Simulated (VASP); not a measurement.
# AlN (F-43m) in VASP: further runs

AlN is run at these levels: PBE, PBE+D4, PBEsol, PBE+D3(BJ); tasks: single point, relaxation of cell and atoms.

Program: VASP 6.6.1. These are calculated values, not measurements. Logs are shortened: lines on timing, memory, paths and dates and some standing lists are left out, and cuts for length are marked.

### 1 The cell of the first run

It takes space group F-43m (No. 216, cubic). Conventional cell: a = 4.368 Å, b = 4.368 Å, c = 4.368 Å, α = 90.00°, β = 90.00°, γ = 90.00°. Al (site symmetry -43m) has 4 N at 1.89 Å within 2.5 Å. N (site symmetry -43m) has 4 Al at 1.89 Å within 2.5 Å.

### 2 Single point, PBE

The input, INCAR:

```
SYSTEM = AlN
PREC     = Accurate       ! precision mode
ENCUT    = 520            ! plane-wave cutoff, eV
EDIFF    = 1E-6           ! SCF threshold, eV
ISMEAR   = 0              ! smearing method
SIGMA    = 0.027000000000000003 ! smearing width, eV
LREAL    = .FALSE.        ! projectors in reciprocal space
LASPH    = .TRUE.         ! aspherical terms in the spheres
NELM     = 100            ! most SCF steps
ALGO     = Normal         ! electronic algorithm
ISIF     = 2              ! what is computed and relaxed
LWAVE    = .FALSE.        ! write WAVECAR
LCHARG   = .TRUE.         ! write CHGCAR
GGA      = PE             ! functional
LELF     = .TRUE.         ! ELF
LVHAR    = .TRUE.       
NBANDS   = 11             ! bands
```

The input, KPOINTS:

```
regular mesh
0
G
  10 10 10
  0 0 0
```

The input, POSCAR:

```
AlN
1.0
    0.0000000000      2.1839935596      2.1839935596
    2.1839935596      0.0000000000      2.1839935596
    2.1839935596      2.1839935596      0.0000000000
Al N
1 1
Direct
    0.0000000000      0.0000000000      0.0000000000
    0.2500000000      0.2500000000      0.2500000000
```

Potentials or basis: VASP PAW PBE potentials, release 64 (Al, N).

Run with:

```console
cat potpaw_PBE.64/Al/POTCAR potpaw_PBE.64/N/POTCAR > POTCAR
mpirun -np 1 vasp_std > vasp.out
```

OUTCAR:

```text
SYSTEM = AlN
   PREC = Accurate
   ENCUT = 520
   EDIFF = 1E-6
   ISMEAR = 0
   LREAL = .FALSE.
   LASPH = .TRUE.
   NELM = 100
   ISIF = 2
   GGA = PE

 ion  position               nearest neighbor table
   1  0.000  0.000  0.000-   2 1.89   2 1.89   2 1.89   2 1.89
   2  0.250  0.250  0.250-   1 1.89   1 1.89   1 1.89   1 1.89

  LATTYP: Found a face centered cubic cell.
 ALAT       =     4.3679871192

  Lattice vectors:

 A1 = (   0.0000000000,   2.1839935596,   2.1839935596)
 A2 = (   2.1839935596,   0.0000000000,   2.1839935596)
 A3 = (   2.1839935596,   2.1839935596,   0.0000000000)

Analysis of symmetry for initial positions (statically):
=====================================================================
 Subroutine PRICEL returns:
 Original cell was already a primitive cell.

 Routine SETGRP: Setting up the symmetry group for a
 face centered cubic supercell.

 Subroutine GETGRP returns: Found 24 space group operations
 (whereof 24 operations were pure point group operations)
 out of a pool of 48 trial point group operations.

The static configuration has the point symmetry T_d .

Analysis of symmetry for dynamics (positions and initial velocities):
=====================================================================
 Subroutine PRICEL returns:
 Original cell was already a primitive cell.

 Routine SETGRP: Setting up the symmetry group for a
 face centered cubic supercell.

 Subroutine GETGRP returns: Found 24 space group operations
 (whereof 24 operations were pure point group operations)
 out of a pool of 48 trial point group operations.

The dynamic configuration has the point symmetry T_d .

 Subroutine INISYM returns: Found 24 space group operations
 (whereof 24 operations are pure point group operations),
 and found     1 'primitive' translations

----------------------------------------------------------------------------------------

                                     Primitive cell

  volume of cell :      20.8345

  direct lattice vectors                    reciprocal lattice vectors
     0.000000000  2.183993560  2.183993560    -0.228938404  0.228938404  0.228938404
     2.183993560  0.000000000  2.183993560     0.228938404 -0.228938404  0.228938404
     2.183993560  2.183993560  0.000000000     0.228938404  0.228938404 -0.228938404

  length of vectors
     3.088633312  3.088633312  3.088633312     0.396532948  0.396532948  0.396532948

  position of ions in fractional coordinates (direct lattice)
     0.000000000  0.000000000  0.000000000
     0.250000000  0.250000000  0.250000000

[... 85 lines left out ...]
   TEBEG  =    0.0;   TEEND  =   0.0 temperature during run
   PSTRESS=    0.0 pullay stress
   NELECT =       8.0000    total number of electrons
   NUPDOWN=      -1.0000    fix difference up-down
   EMIN   =  10.00;   EMAX   =-10.00  energy-range for DOS
   EFERMI =   0.00;   METHOD = LEGACY
   ISMEAR =     0;   SIGMA  =   0.03  broadening in eV -4-tet -1-fermi 0-gaus
   EFERMI_NEDOS =   21; number of points for ismear=-14 and -15
   IALGO  =     38    algorithm
   IMIX   =      4    mixing-type and parameters
     AMIX     =   0.40;   BMIX     =  1.00
     AMIX_MAG =   1.60;   BMIX_MAG =  1.00
  volume/ion in A,a.u.               =      10.42        70.30
  Fermi-wavevector in a.u.,A,eV,Ry     =   1.189899  2.248583 19.263943  1.415860
  Thomas-Fermi vector in A             =   2.325996
   LORBIT       =      0    0 simple, 1 ext, 2 COOP (PROOUT), +10 PAW based schemes
   GGA     = PE    functional components
   LHFCALC =     F    Hartree Fock is set to
   AEXX    =    0.0000 exact exchange contribution
   IVDW    =     0    specifies the selected vdW correction
   LEPSILON=     F    determine dielectric tensor
   LRPA    =     F    only Hartree local field effects (RPA)
 non-spin polarized calculation
 Gauss-broadening in eV      SIGMA  =   0.03
  energy-cutoff  :      520.00
  volume of cell :       20.83
 maximum number of plane-waves:       571
   NGX = 11   NGY = 11   NGZ = 11

 number of electron       8.0000000 magnetization

 Free energy of the ion-electron system (eV)
  ---------------------------------------------------
  ext. energy  EPLUGINS =         0.00000000
  ---------------------------------------------------
  free energy    TOTEN  =       -14.84044915 eV

  energy without entropy =      -14.84044915  energy(sigma->0) =      -14.84044915

 E-fermi :   6.1218     XC(G=0): -10.9337

 val. band max:        5.9700078204   @ k =   0.0000   0.0000   0.0000
 cond. band min:       9.2877574328   @ k =   0.5000   0.5000   0.0000
 fundamental gap:      3.3177496124
 Fermi energy:         6.1218373500

 k-point     1 :       0.0000    0.0000    0.0000
  band No.  band energies     occupation
      1      -9.0107      2.00000
      2       5.9700      2.00000
      3       5.9700      2.00000
      4       5.9700      2.00000
      5      10.1659      0.00000
      6      18.5304      0.00000
      7      18.5304      0.00000
      8      18.5304      0.00000
      9      23.6587      0.00000
     10      23.6587      0.00000
     11      25.0606      0.00000
[... 309 lines left out ...]
 k-point    24 :       0.4000    0.3000    0.0000
  band No.  band energies     occupation
      1      -7.0039      2.00000
      2       1.8217      2.00000
      3       4.2689      2.00000
      4       4.5674      2.00000
      5      10.8859      0.00000
      6      15.5056      0.00000
      7      18.2228      0.00000
      8      20.5588      0.00000
      9      21.0687      0.00000
     10      27.2834      0.00000
     11      29.5348      0.00000

 [... further k-points ...]

------------------------ aborting loop because EDIFF is reached ----------------------------------------

  FORCE on cell =-STRESS in cart. coord.  units (eV):
  Direction    XX          YY          ZZ          XY          YZ          ZX
  --------------------------------------------------------------------------------------
  -------------------------------------------------------------------------------------
  Total        0.5961647      0.5961647      0.5961647     -0.0000000      0.0000000     -0.0000000
  in kB       45.8450835     45.8450835     45.8450835     -0.0000000      0.0000000     -0.0000000
  external PRESSURE =      45.8450835 kB  Pullay stress =       0.0000000 kB

 VOLUME and BASIS-vectors are now :
 -----------------------------------------------------------------------------
  energy-cutoff  :      520.00
  volume of cell :       20.83
      direct lattice vectors                 reciprocal lattice vectors
     0.000000000  2.183993560  2.183993560    -0.228938404  0.228938404  0.228938404
     2.183993560  0.000000000  2.183993560     0.228938404 -0.228938404  0.228938404
     2.183993560  2.183993560  0.000000000     0.228938404  0.228938404 -0.228938404

 POSITION                                       TOTAL-FORCE (eV/Angst)
 -----------------------------------------------------------------------------------
      0.00000      0.00000      0.00000         0.000000     -0.000000      0.000000
      1.09200      1.09200      1.09200        -0.000000      0.000000     -0.000000
 -----------------------------------------------------------------------------------
    total drift:                                0.000000      0.000000      0.000000

  FREE ENERGIE OF THE ION-ELECTRON SYSTEM (eV)
  ---------------------------------------------------
  free  energy   TOTEN  =       -14.8404491514 eV

  energy  without entropy=      -14.8404491514  energy(sigma->0) =      -14.84044915
```

OSZICAR:

```text
N       E                     dE             d eps       ncg     rms          rms(c)
DAV:   1     0.969761813131E+01    0.96976E+01   -0.38617E+03  1058   0.606E+02
DAV:   2    -0.163908708921E+02   -0.26088E+02   -0.25048E+02  1258   0.136E+02
DAV:   3    -0.172166114218E+02   -0.82574E+00   -0.82485E+00  1259   0.228E+01
DAV:   4    -0.172209001729E+02   -0.42888E-02   -0.42886E-02  1184   0.176E+00
DAV:   5    -0.172209509950E+02   -0.50822E-04   -0.50822E-04  1255   0.188E-01    0.863E+00
DAV:   6    -0.148505692202E+02    0.23704E+01   -0.11860E+01  1212   0.173E+01    0.283E+00
DAV:   7    -0.148469326355E+02    0.36366E-02   -0.17081E-01  1145   0.324E+00    0.206E+00
DAV:   8    -0.148418221649E+02    0.51105E-02   -0.28234E-02  1127   0.159E+00    0.583E-01
DAV:   9    -0.148403916740E+02    0.14305E-02   -0.40986E-03  1235   0.380E-01    0.233E-01
DAV:  10    -0.148404365331E+02   -0.44859E-04   -0.40463E-04  1124   0.130E-01    0.211E-02
DAV:  11    -0.148404492541E+02   -0.12721E-04   -0.12182E-05  1211   0.262E-02    0.159E-02
DAV:  12    -0.148404491514E+02    0.10273E-06   -0.36476E-07   697   0.467E-03
   1 F= -.14840449E+02 E0= -.14840449E+02  d E =-.845925E-18
```

stdout:

```text
POSCAR found type information on POSCAR AlN
 POSCAR found :  2 types and       2 ions
 scaLAPACK will be used
 LDA part: xc-table for (Slater+PW92), standard interpolation
 POSCAR, INCAR and KPOINTS ok, starting setup
 FFT: planning ... GRIDC
 FFT: planning ... GRID_SOFT
 FFT: planning ... GRID
 WAVECAR not read
 entering main loop
```

It took 8.1 s on 1 thread of Intel Xeon 6975P-C, shared host; peak memory 0.14 GiB.

Results:

```yaml
Free_energy: -14.8404 eV
Pressure: 4.6 GPa
Band_gap_on_the_k_mesh: 3.32 eV, indirect (least direct gap 4.20 eV)
```

Levels at points of the mesh, in eV from the valence-band top:
| k point | band 2 | band 3 | band 4 | band 5 | band 6 | band 7 |
| --- | --- | --- | --- | --- | --- | --- |
| (0.00, 0.00, 0.00) | 0.00 | 0.00 | 0.00 | 4.20 | 12.56 | 12.56 |
| (0.50, 0.00, 0.00) | -5.85 | -0.48 | -0.48 | 7.38 | 9.86 | 11.15 |
| (0.50, 0.50, 0.00) | -4.90 | -1.77 | -1.77 | 3.32 | 8.62 | 13.96 |

A k mesh can miss the band edges.

### 3 Single point, PBE+D4

The input, INCAR:

```
ALGO = Normal
EDIFF = 1E-7
ENCUT = 520
GGA = PE
ISIF = 2
ISMEAR = -1
IVDW = 13
LASPH = T
LCHARG = F
LREAL = F
LWAVE = F
NBANDS = 11
NELM = 80
PREC = Accurate
SIGMA = 0.05
```

The input, KPOINTS:

```
k-points
0
Gamma
  10 10 10
```

The input, POSCAR:

```
AlN
1.0
    0.0000000000      2.1846065226      2.1846065226
    2.1846065226      0.0000000000      2.1846065226
    2.1846065226      2.1846065226      0.0000000000
Al N
1 1
Direct
    0.0000000000      0.0000000000      0.0000000000
    0.2500000000      0.2500000000      0.2500000000
```

Potentials or basis: VASP PAW PBE potentials, release 64 (Al, N).

Run with:

```console
cat potpaw_PBE.64/Al/POTCAR potpaw_PBE.64/N/POTCAR > POTCAR
mpirun -np 1 vasp_std > vasp.out
```

OUTCAR:

```text
EDIFF = 1E-7
   ENCUT = 520
   GGA = PE
   ISIF = 2
   ISMEAR = -1
   IVDW = 13
   LASPH = T
   LREAL = F
   NELM = 80
   PREC = Accurate

 ion  position               nearest neighbor table
   1  0.000  0.000  0.000-   2 1.89   2 1.89   2 1.89   2 1.89
   2  0.250  0.250  0.250-   1 1.89   1 1.89   1 1.89   1 1.89

  LATTYP: Found a face centered cubic cell.
 ALAT       =     4.3692130452

  Lattice vectors:

 A1 = (   0.0000000000,   2.1846065226,   2.1846065226)
[... 521 lines left out ...]
------------------------ aborting loop because EDIFF is reached ----------------------------------------

  DFT-D4 for vdW energy calculation

  Edisp (eV):   -0.61509

  FORCE on cell =-STRESS in cart. coord.  units (eV):
  Direction    XX          YY          ZZ          XY          YZ          ZX
  --------------------------------------------------------------------------------------
  -------------------------------------------------------------------------------------
  Total      -0.03394    -0.03394    -0.03394     0.00000     0.00000     0.00000
  in kB      -2.60755    -2.60755    -2.60755     0.00000     0.00000     0.00000
  external pressure =       -2.61 kB  Pullay stress =        0.00 kB

 VOLUME and BASIS-vectors are now :
 -----------------------------------------------------------------------------
  energy-cutoff  :      520.00
  volume of cell :       20.85
      direct lattice vectors                 reciprocal lattice vectors
     0.000000000  2.184606523  2.184606523    -0.228874168  0.228874168  0.228874168
     2.184606523  0.000000000  2.184606523     0.228874168 -0.228874168  0.228874168
     2.184606523  2.184606523  0.000000000     0.228874168  0.228874168 -0.228874168

 POSITION                                       TOTAL-FORCE (eV/Angst)
 -----------------------------------------------------------------------------------
      0.00000      0.00000      0.00000        -0.000000     -0.000000     -0.000000
      1.09230      1.09230      1.09230         0.000000      0.000000      0.000000
 -----------------------------------------------------------------------------------
    total drift:                                0.000000      0.000000      0.000000

  FREE ENERGIE OF THE ION-ELECTRON SYSTEM (eV)
  ---------------------------------------------------
  free  energy   TOTEN  =       -15.4560436172 eV

  energy  without entropy=      -15.4560436172  energy(sigma->0) =      -15.45604362
```

OSZICAR:

```text
N       E                     dE             d eps       ncg     rms          rms(c)
DAV:   1     0.105508088993E+02    0.10551E+02   -0.38331E+03  1042   0.605E+02
DAV:   2    -0.163256707508E+02   -0.26876E+02   -0.26158E+02  1254   0.135E+02
DAV:   3    -0.172151903134E+02   -0.88952E+00   -0.88841E+00  1262   0.237E+01
DAV:   4    -0.172197902685E+02   -0.46000E-02   -0.45997E-02  1166   0.187E+00
DAV:   5    -0.172198458525E+02   -0.55584E-04   -0.55583E-04  1264   0.199E-01    0.862E+00
DAV:   6    -0.148510130189E+02    0.23688E+01   -0.11864E+01  1215   0.173E+01    0.283E+00
DAV:   7    -0.148474372465E+02    0.35758E-02   -0.17041E-01  1145   0.323E+00    0.206E+00
DAV:   8    -0.148423310658E+02    0.51062E-02   -0.28265E-02  1127   0.159E+00    0.583E-01
DAV:   9    -0.148408972659E+02    0.14338E-02   -0.41035E-03  1238   0.380E-01    0.233E-01
DAV:  10    -0.148409418562E+02   -0.44590E-04   -0.40824E-04  1124   0.131E-01    0.209E-02
DAV:  11    -0.148409545487E+02   -0.12693E-04   -0.12216E-05  1217   0.262E-02    0.160E-02
DAV:  12    -0.148409544440E+02    0.10469E-06   -0.40256E-07  1190   0.473E-03    0.146E-03
DAV:  13    -0.148409544277E+02    0.16345E-07   -0.16164E-07   875   0.216E-03
   1 F= -.15456044E+02 E0= -.15456044E+02  d E =-.697911E-11
```

Run time: 8.4 s. Hardware: 1 thread of Intel Xeon 6975P-C, shared host; peak memory 0.14 GiB.

Results:

```
Free energy                : -15.4560 eV
Pressure                   : -0.3 GPa
Band gap on the k mesh     : 3.32 eV, indirect (least direct gap 4.19 eV)
Dispersion energy per atom : -0.308 eV
```

(Part 1 of 2 ends here.)
